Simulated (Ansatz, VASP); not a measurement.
**Ti2CuP3: VASP beside Ansatz**

```
P Ti Cu
1.0
     3.40046    0.00000    0.00000
     0.00000    3.40046    0.00000
     0.00000    0.00000    7.52736
P Ti Cu
3 2 1
Direct
  0.00000 0.50000 0.37556
  0.50000 0.00000 0.62444
  0.50000 0.50000 0.00000
  0.00000 0.50000 0.72262
  0.50000 0.00000 0.27738
  0.00000 0.00000 0.00000
```

Alike in both runs: functional r2SCAN; k mesh 5 × 5 × 3; occupations tetrahedron; no spin polarisation; Hubbard terms Cu d U = 4.0 eV.

Ansatz relaxed the structure, and its values are those at the end. VASP's run is a single point on that final structure, the one shown.

|  | VASP | Ansatz |
| --- | --- | --- |
| version | VASP 6.6.1 | Ansatz 0.2.0 |
| potentials or method | VASP PAW PBE potentials, release 64 (P, Ti_sv, Cu_sv_GW), cutoff 770 eV | PAW plane waves |
| valence electrons in the cell | 58 | 58 |

```csv
,VASP,Ansatz,Ansatz less VASP
gap on the k mesh at the Fermi level (eV),none,none,-
pressure (GPa),-0.8,0.0,+0.80
rms of the force components (eV/Å),0.013,0.000,-0.0129
```

VASP's potentials were made for PBE, not for r2SCAN. The programs project onto different local orbitals, so the same U acts differently, and such runs can settle in different states. A gap of «none» marks a metal or a gap that the smearing closes. Ansatz's warnings: band table not solved further, filled band counts differ across k points, forces under tetrahedra, tetrahedron derivatives may miss energy slope.

The k mesh is coarse, so the values compare programs but aren't converged.
